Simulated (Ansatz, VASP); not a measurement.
One calculation of BaTiO3, two programs

```
CELL_PARAMETERS angstrom
4.01923 0.00000 0.00000
0.00000 4.01923 0.00000
0.00000 0.00000 4.01928
ATOMIC_POSITIONS crystal
Ba 0.00000 0.00000 0.00000
Ti 0.50000 0.50000 0.50000
O 0.47361 0.52639 0.00000
O 0.47361 0.02639 0.50000
O 0.97361 0.52639 0.50000
```

Change from the starting cell: all O atoms moved -0.150 Å, as atom 3 along Cartesian [1 -1 0].

Alike in both runs: task single point; functional PBE; k mesh 8 × 8 × 8; occupations gaussian, width 0.05 eV; no spin polarisation.

|  | VASP | Ansatz |
| --- | --- | --- |
| version | VASP 6.6.1 | Ansatz 0.2.0 |
| potentials or method | VASP PAW PBE potentials, release 64 (Ba_sv, Ti_sv, O), cutoff 520 eV | scalar-relativistic, plane waves, PAW |
| valence electrons in the cell | 40 | 40 |

|  | VASP | Ansatz | Ansatz less VASP |
| --- | --- | --- | --- |
| gap on the k mesh at the Fermi level (eV) | 1.97 | 2.03 | +0.054 |
| least direct gap on the mesh (eV) | 2.28 | 2.29 | +0.017 |
| pressure (GPa) | 3.2 | 1.5 | -1.76 |
| traceless stress, the component that is largest in VASP (GPa) | -1.02 | -0.97 | +0.050 |
| rms of the force components (eV/Å) | 0.206 | 0.197 | -0.0089 |

Atom by atom the forces differ by 0.030 eV/Å (rms over components).

Neither program's run includes spin-orbit coupling.
